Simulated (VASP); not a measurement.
## H: single point with PBE

Crystal: H.

```
H
1.0
     7.17722   -7.18693    0.00000
     7.17722    7.18693    0.00000
    -7.17722    0.00000    7.20815
H
16
Direct
  0.14553 0.86726 0.64726
  0.64553 0.36726 0.64726
  0.22000 0.99827 0.35274
  0.72000 0.49827 0.35274
  0.63274 0.85447 0.85274
  0.13274 0.35447 0.85274
  0.00173 0.28000 0.14726
  0.50173 0.78000 0.14726
  0.63777 0.78703 0.78027
  0.13777 0.28703 0.78027
  0.00676 0.35750 0.21973
  0.50676 0.85750 0.21973
  0.21297 0.86223 0.71973
  0.71297 0.36223 0.71973
  0.14250 0.99324 0.28027
  0.64250 0.49324 0.28027
```

| Quantity | Value |
| --- | --- |
| Program | VASP 6.6.1 |
| Task | single point |
| Functional | PBE |
| Potentials or basis | VASP PAW PBE potentials, release 64 (H) |
| Cutoff | 520 eV |
| k mesh | 2 × 2 × 2, shifted |
| Occupations | gaussian, width 0.1 eV |
| Spin | no spin polarisation |

* Pressure: 0.1 GPa
* Largest force: 0.319 eV/Å
* Band gap on the k mesh: 9.80 eV

Forces on the atoms (eV/Å):
```
H    0.031  0.224 -0.225
H    0.031  0.224 -0.225
H    0.031 -0.224  0.225
H    0.031 -0.224  0.225
H   -0.031  0.224  0.225
H   -0.031  0.224  0.225
H   -0.031 -0.224 -0.225
H   -0.031 -0.224 -0.225
H    0.030 -0.225 -0.224
H    0.030 -0.225 -0.224
H    0.030  0.225  0.224
H    0.030  0.225  0.224
H   -0.030 -0.225  0.224
H   -0.030 -0.225  0.224
H   -0.030  0.225 -0.224
H   -0.030  0.225 -0.224
```

Stress tensor (GPa, compression positive):
```
-0.06  0.00  0.00
 0.00  0.13  0.00
 0.00  0.00  0.13
```

Levels at points of the mesh, in eV from the valence-band top:
```csv
k point,band 6,band 7,band 8,band 9,band 10,band 11
"(0.25, 0.25, 0.25)",-0.03,0.00,0.00,9.80,9.80,9.96
```

Wall time 110 s on 1 thread of AMD EPYC 7R43 64-Core Processor (Zen 3), on a shared host, peak memory 0.79 GiB.

Caveat: this functional lacks dispersion, which holds the molecules together, so the pressure and a relaxed volume are unreliable; a shifted mesh leaves out Γ, where band edges can lie. A k mesh can miss the band edges.
